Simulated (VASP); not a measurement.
C, 1 atom in the cell. Symmetry: Im-3m, No. 229, cubic system. The conventional cell has a = 2.079 Å, b = 2.079 Å, c = 2.079 Å, α = 90.00°, β = 90.00°, γ = 90.00°. Within 2.4 Å of C (site symmetry m-3m) lie 14 C at 1.80 to 2.08 Å.  This cell differs from its parent crystal: volume scaled by 0.7.

- Program: VASP 6.6.1
- Task: single point
- Functional: PBEsol
- Potentials or basis: VASP PAW PBE potentials, release 64 (C)
- Cutoff: 520 eV
- k mesh: 22 × 22 × 22
- Occupations: fermi-dirac, width 0.08 eV
- Spin: no spin polarisation
- Dipole correction: no
- Further INCAR settings: ALGO = Normal; EDIFF = 1e-06; NBANDS = 8

Potentials or basis: VASP PAW PBE potentials, release 64 (C).

The run is started by

```bash
$ cat potpaw_PBE.64/C/POTCAR > POTCAR
$ mpirun -np 1 vasp_std > vasp.out
```

Hardware: 1 thread of Intel(R) Xeon(R) Platinum 8375C CPU @ 2.90GHz (Ice Lake), with other jobs on the host.

Q: Estimate the wall time of this run.

A: It took 4.3 s on 1 thread of Intel(R) Xeon(R) Platinum 8375C CPU @ 2.90GHz (Ice Lake), on a shared host, peak memory 0.11 GiB. Counts: scf iterations 9, k points 328.
